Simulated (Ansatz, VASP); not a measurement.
# One calculation of BN, two programs

File POSCAR:

```
BN
1.0
    2.5439499996      0.0000000000      0.0000000000
   -1.2719749998      2.2031253256      0.0000000000
    0.0000000000      0.0000000000      4.2498934949
B N
2 2
Direct
    0.3333333333      0.6666666667      0.0000908974
    0.6666666667      0.3333333333      0.5000908974
    0.3333333333      0.6666666667      0.3749091026
    0.6666666667      0.3333333333      0.8749091026
```

Contents of INCAR.step1:

```
PREC = Accurate
ENCUT = 520
ISMEAR = 0
SIGMA = 0.01
LREAL = F
LASPH = T
NELM = 100
NBANDS = 16
GGA = PE
ALGO = Normal
EDIFF = 1E-4
LWAVE = T
LCHARG = F
```

File INCAR.step2:

```
PREC = Accurate
ENCUT = 520
EDIFF = 1E-7
ISMEAR = 0
SIGMA = 0.01
LREAL = F
LASPH = T
NELM = 100
ALGO = Normal
ISIF = 2
LWAVE = F
LCHARG = F
METAGGA = R2SCAN
LMIXTAU = T
NBANDS = 16
ISTART = 1
```

KPOINTS

```
Automatic mesh
0
Gamma
  12 12 6
```

Input for Ansatz:

```yaml
crystal:
  lattice:
    - [2.5439499996, 0.0, 0.0]
    - [-1.2719749998, 2.2031253256, 0.0]
    - [0.0, 0.0, 4.2498934949]
  atoms:
    - { symbol: B, position: [0.3333333333, 0.6666666667, 9.08974e-05] }
    - { symbol: B, position: [0.6666666667, 0.3333333333, 0.5000908974] }
    - { symbol: "N", position: [0.3333333333, 0.6666666667, 0.3749091026] }
    - { symbol: "N", position: [0.6666666667, 0.3333333333, 0.8749091026] }
kpoints:
  mp_grid: { grid: [12, 12, 6] }
  band_path:
    path:
      - [0.0, 0.0, 0.0]
      - [0.5, 0.0, 0.0]
      - [0.3333333333, 0.3333333333, 0.0]
      - [0.0, 0.0, 0.5]
      - [0.5, 0.0, 0.5]
      - [0.3333333333, 0.3333333333, 0.5]
      - [0.1, 0.0, 0.0]
    npoints: 1
hamiltonian:
  xc: r2scan
scf:
  occupations: { method: fixed }
  n_extra_bands: 5
output:
  forces: true
  stress: true
  eigenvalues: true
```

Change from the starting cell: uniaxial_z strain +1.0%.

Alike in both runs: task single point; functional r2SCAN; k mesh 12 × 12 × 6; no spin polarisation.

```csv
,VASP,Ansatz
version,VASP 6.6.1,Ansatz 0.2.0
potentials or method,"VASP PAW PBE potentials, release 64 (B, N)","plane waves, PAW"
plane-wave cutoff (eV),520,500
occupations,"gaussian, width 0.01 eV",fixed
valence electrons in the cell,16,16
```

|  | VASP | Ansatz | Ansatz less VASP |
| --- | --- | --- | --- |
| gap on the k mesh at the Fermi level (eV) | 5.71 | 5.74 | +0.033 |
| pressure (GPa) | -2.7 | -3.8 | -1.08 |
| traceless stress, the component that is largest in VASP (GPa) | -6.50 | -6.46 | +0.049 |
| rms of the force components (eV/Å) | 0.003 | 0.000 | -0.0033 |

VASP's potentials were made for PBE, not for r2SCAN. Atom by atom the forces differ by 0.003 eV/Å (rms over components).
